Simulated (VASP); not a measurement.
# ScZn (Pm-3m) in VASP: a series of runs, part 2 of 2

VASP 6.6.1. The steps go on from the part before.

### 5 Single point, LDA

This run uses another cell than the first one, of 20.30 Å³/atom.

Input file INCAR:

```
SYSTEM = ScZn
PREC     = Accurate       ! precision mode
ENCUT    = 520            ! plane-wave cutoff, eV
EDIFF    = 1E-7           ! SCF threshold, eV
ISMEAR   = -1             ! smearing method
SIGMA    = 0.15           ! smearing width, eV
LREAL    = .FALSE.        ! projectors in reciprocal space
LASPH    = .TRUE.         ! aspherical terms in the spheres
NELM     = 60             ! most SCF steps
ALGO     = Normal         ! electronic algorithm
ISIF     = 2              ! what is computed and relaxed
LWAVE    = .FALSE.        ! write WAVECAR
LCHARG   = .FALSE.        ! write CHGCAR
NBANDS   = 18             ! bands
```

Input file KPOINTS:

```
regular mesh
0
G
  7 7 7
  0 0 0
```

Input file POSCAR:

```
ScZn
1.0
    3.4370516528      0.0000000000      0.0000000000
    0.0000000000      3.4370516528      0.0000000000
    0.0000000000      0.0000000000      3.4370516528
Sc Zn
1 1
Direct
    0.0000000000      0.0000000000      0.0000000000
    0.5000000000      0.5000000000      0.5000000000
```

Potentials or basis: VASP PAW LDA potentials, release 64 (Sc_sv, Zn).

Launch:

```sh
$ cat potpaw_LDA.64/Sc_sv/POTCAR potpaw_LDA.64/Zn/POTCAR > POTCAR
$ mpirun -np 1 vasp_std > vasp.out
```

OUTCAR:

```text
SYSTEM = ScZn
   PREC = Accurate
   ENCUT = 520
   EDIFF = 1E-7
   ISMEAR = -1
   LREAL = .FALSE.
   LASPH = .TRUE.
   NELM = 60
   ISIF = 2

 ion  position               nearest neighbor table
   1  0.000  0.000  0.000-   2 2.98   2 2.98   2 2.98   2 2.98   2 2.98   2 2.98   2 2.98   2 2.98

   2  0.500  0.500  0.500-   1 2.98   1 2.98   1 2.98   1 2.98   1 2.98   1 2.98   1 2.98   1 2.98

  LATTYP: Found a simple cubic cell.
 ALAT       =     3.4370516528

  Lattice vectors:

 A1 = (   3.4370516528,   0.0000000000,   0.0000000000)
 A2 = (   0.0000000000,   3.4370516528,   0.0000000000)
 A3 = (   0.0000000000,   0.0000000000,   3.4370516528)

Analysis of symmetry for initial positions (statically):
=====================================================================
 Subroutine PRICEL returns:
 Original cell was already a primitive cell.

 Routine SETGRP: Setting up the symmetry group for a
 simple cubic supercell.

 Subroutine GETGRP returns: Found 48 space group operations
 (whereof 48 operations were pure point group operations)
 out of a pool of 48 trial point group operations.

The static configuration has the point symmetry O_h .

Analysis of symmetry for dynamics (positions and initial velocities):
=====================================================================
 Subroutine PRICEL returns:
 Original cell was already a primitive cell.

 Routine SETGRP: Setting up the symmetry group for a
 simple cubic supercell.

 Subroutine GETGRP returns: Found 48 space group operations
 (whereof 48 operations were pure point group operations)
 out of a pool of 48 trial point group operations.

The dynamic configuration has the point symmetry O_h .

 Subroutine INISYM returns: Found 48 space group operations
 (whereof 48 operations are pure point group operations),
 and found     1 'primitive' translations

----------------------------------------------------------------------------------------

[... 103 lines left out ...]
   EFERMI_NEDOS =   21; number of points for ismear=-14 and -15
   IALGO  =     38    algorithm
   IMIX   =      4    mixing-type and parameters
     AMIX     =   0.40;   BMIX     =  1.00
     AMIX_MAG =   1.60;   BMIX_MAG =  1.00
  volume/ion in A,a.u.               =      20.30       137.00
  Fermi-wavevector in a.u.,A,eV,Ry     =   1.354559  2.559746 24.964393  1.834831
  Thomas-Fermi vector in A             =   2.481721
   LORBIT       =      0    0 simple, 1 ext, 2 COOP (PROOUT), +10 PAW based schemes
   GGA     = CA    functional components
   LHFCALC =     F    Hartree Fock is set to
   AEXX    =    0.0000 exact exchange contribution
   IVDW    =     0    specifies the selected vdW correction
   LEPSILON=     F    determine dielectric tensor
   LRPA    =     F    only Hartree local field effects (RPA)
 non-spin polarized calculation
  energy-cutoff  :      520.00
  volume of cell :       40.60
 maximum number of plane-waves:      1105
 NGX is ok and might be reduce to    28
   NGX = 13   NGY = 13   NGZ = 13

 number of electron      22.9999989 magnetization

 Free energy of the ion-electron system (eV)
  ---------------------------------------------------
  ext. energy  EPLUGINS =         0.00000000
  ---------------------------------------------------
  free energy    TOTEN  =        -9.25792085 eV

  energy without entropy =       -9.12523302  energy(sigma->0) =       -9.19157693

 E-fermi :   2.9677     XC(G=0): -10.7393

 val. band max:        2.9180237321   @ k =   0.1429   0.0000   0.0000
 cond. band min:       2.9742283396   @ k =   0.1429   0.1429   0.0000
 fundamental gap:      0.0562046075
 Fermi energy:         2.9677211593

 k-point     1 :       0.0000    0.0000    0.0000
  band No.  band energies     occupation
      1     -46.2492      2.00000
      2     -25.1431      2.00000
      3     -25.1431      2.00000
      4     -25.1431      2.00000
      5      -4.3065      2.00000
      6      -4.1354      2.00000
[... 397 lines left out ...]
      5      -4.0827      2.00000
      6      -4.0695      2.00000
[... 10 lines left out ...]
     17       7.9182      0.00000
     18       7.9182      0.00000

------------------------ aborting loop because EDIFF is reached ----------------------------------------

  FORCE on cell =-STRESS in cart. coord.  units (eV):
  Direction    XX          YY          ZZ          XY          YZ          ZX
  --------------------------------------------------------------------------------------
  -------------------------------------------------------------------------------------
  Total       -2.5820735     -2.5820735     -2.5820735      0.0000000      0.0000000      0.0000000
  in kB     -101.8875254   -101.8875254   -101.8875254      0.0000000      0.0000000      0.0000000
  external PRESSURE =    -101.8875254 kB  Pullay stress =       0.0000000 kB

 VOLUME and BASIS-vectors are now :
 -----------------------------------------------------------------------------
  energy-cutoff  :      520.00
  volume of cell :       40.60
      direct lattice vectors                 reciprocal lattice vectors
     3.437051653  0.000000000  0.000000000     0.290947039  0.000000000  0.000000000
     0.000000000  3.437051653  0.000000000     0.000000000  0.290947039  0.000000000
     0.000000000  0.000000000  3.437051653     0.000000000  0.000000000  0.290947039

 POSITION                                       TOTAL-FORCE (eV/Angst)
 -----------------------------------------------------------------------------------
      0.00000      0.00000      0.00000         0.000000      0.000000      0.000000
      1.71853      1.71853      1.71853         0.000000      0.000000      0.000000
 -----------------------------------------------------------------------------------
    total drift:                                0.000000      0.000000      0.000000

  FREE ENERGIE OF THE ION-ELECTRON SYSTEM (eV)
  ---------------------------------------------------
  free  energy   TOTEN  =        -9.2579208477 eV

  energy  without entropy=       -9.1252330162  energy(sigma->0) =       -9.19157693
```

OSZICAR:

```text
N       E                     dE             d eps       ncg     rms          rms(c)
DAV:   1     0.157908969014E+03    0.15791E+03   -0.10657E+04   728   0.156E+03
DAV:   2    -0.359197614007E+01   -0.16150E+03   -0.15937E+03   720   0.399E+02
DAV:   3    -0.103995739633E+02   -0.68076E+01   -0.67431E+01  1046   0.100E+02
DAV:   4    -0.104723790447E+02   -0.72805E-01   -0.72586E-01   978   0.891E+00
DAV:   5    -0.104738588237E+02   -0.14798E-02   -0.14797E-02   992   0.118E+00    0.626E+00
DAV:   6    -0.932978959374E+01    0.11441E+01   -0.30563E+00   938   0.210E+01    0.177E+00
DAV:   7    -0.927162427691E+01    0.58165E-01   -0.20582E-01   978   0.373E+00    0.882E-01
DAV:   8    -0.926110413126E+01    0.10520E-01   -0.41699E-02   906   0.249E+00    0.369E-01
DAV:   9    -0.925800960038E+01    0.30945E-02   -0.95359E-03   950   0.118E+00    0.828E-02
DAV:  10    -0.925795943158E+01    0.50169E-04   -0.13972E-03   934   0.354E-01    0.419E-02
DAV:  11    -0.925792341436E+01    0.36017E-04   -0.31381E-04   940   0.168E-01    0.994E-03
DAV:  12    -0.925792162107E+01    0.17933E-05   -0.60422E-06   956   0.236E-02    0.471E-03
DAV:  13    -0.925792085064E+01    0.77043E-06   -0.28898E-06   948   0.146E-02    0.557E-04
DAV:  14    -0.925792084770E+01    0.29486E-08   -0.53237E-08   422   0.230E-03
   1 F= -.92579208E+01 E0= -.91915769E+01  d E =-.132688E+00
```

Run time: 34 s. Hardware: 1 thread of AMD EPYC 7R13, shared host; peak memory 0.12 GiB.

Results:

| Quantity | Value |
| --- | --- |
| Free energy | -9.2579 eV |
| Pressure | -10.2 GPa |
| Band gap on the k mesh | zero (an odd number of electrons rules out a gap without spin polarisation) |

Levels at points of the mesh, in eV from the Fermi level:
```
           k point  band 8  band 9  band 10  band 11  band 12  band 13  band 14  band 15
(0.00, 0.00, 0.00)   -6.87   -6.87    -6.87     0.11     0.11     2.64     2.64     2.64
```

Caveat: the cell stands under tension.

### 6 Single point, LDA

This run uses another cell than the first one, of 21.05 Å³/atom.

Input file INCAR:

```
SYSTEM = ScZn
PREC = Accurate
ENCUT = 520
EDIFF = 1E-7
ISMEAR = -1
SIGMA = 0.15
LREAL = .FALSE.
LASPH = .TRUE.
NELM = 80
ALGO = Normal
ISIF = 2
LWAVE = .FALSE.
LCHARG = .TRUE.
GGA = CA
LELF = .TRUE.
LVHAR = .TRUE.
NBANDS = 18
```

Input file KPOINTS:

```
Automatic mesh
0
G
  7 7 7
  0 0 0
```

Input file POSCAR:

```
ScZn
1.0
    3.4789710482      0.0000000000      0.0000000000
    0.0000000000      3.4789710482      0.0000000000
    0.0000000000      0.0000000000      3.4789710482
Sc Zn
1 1
Direct
    0.0000000000      0.0000000000      0.0000000000
    0.5000000000      0.5000000000      0.5000000000
```

Potentials or basis: VASP PAW LDA potentials, release 64 (Sc_sv, Zn).

Launch:

```sh
$ cat potpaw_LDA.64/Sc_sv/POTCAR potpaw_LDA.64/Zn/POTCAR > POTCAR
$ mpirun -np 1 vasp_std > vasp.out
```

It took 36 s on 1 thread of AMD EPYC 7R13, shared host; peak memory 0.12 GiB.

Results (log left out):

* Free energy: -9.1558 eV
* Pressure: -11.6 GPa
* Band gap on the k mesh: zero (an odd number of electrons rules out a gap without spin polarisation)

Levels at points of the mesh, in eV from the Fermi level:
```csv
k point,band 8,band 9,band 10,band 11,band 12,band 13,band 14,band 15
"(0.00, 0.00, 0.00)",-6.84,-6.84,-6.84,0.11,0.11,2.52,2.52,2.52
```

Caveat: the cell stands under tension.

### 7 Summary

| cell | gap on the mesh (eV) | pressure (GPa) |
| --- | --- | --- |
| a = 3.210 Å, 2 atoms | none | 4.8 |
| a = 3.350 Å, 2 atoms | none | -6.2 |
| a = 3.394 Å, 2 atoms | none | -8.4 |
| a = 3.437 Å, 2 atoms | none | -10.2 |
| a = 3.479 Å, 2 atoms | none | -11.6 |

Alike in all rows: task single point; level LDA; potentials or basis VASP PAW LDA potentials, release 64 (Sc_sv, Zn); no spin polarisation; k mesh 7 × 7 × 7; cutoff (eV) 520; smearing fermi-dirac 0.15 eV.

Caveats: the cell stands under tension (at least some runs); the cell stands under pressure (at least some runs).

Absolute energies hang on the potentials; compare differences alone.
